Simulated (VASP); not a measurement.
The system is SnSe.

```
Sn Se
1.0
     0.00000    2.98980    2.98980
     2.98980    0.00000    2.98980
     2.98980    2.98980    0.00000
Sn Se
1 1
Direct
  0.00000 0.00000 0.00000
  0.50000 0.50000 0.50000
```

Program: VASP 6.6.1. Alike in all runs: task single point; potentials or basis VASP PAW PBE potentials, release 64 (Sn_d, Se); no spin polarisation; cell as given; k mesh 8 × 8 × 8; cutoff (eV) 520; smearing fermi-dirac 0.05 eV.

Order these runs on this cell by their pressure, lowest first.
A. level PBEsol
B. level revPBE
C. level PBE exchange alone
D. level BLYP+D3(BJ)

A (-0.9 GPa), D (1.1 GPa), B (3.2 GPa), C (11.9 GPa).

Caveats: the PAW data sets were made with another functional, which shifts forces and pressure a little (some runs).
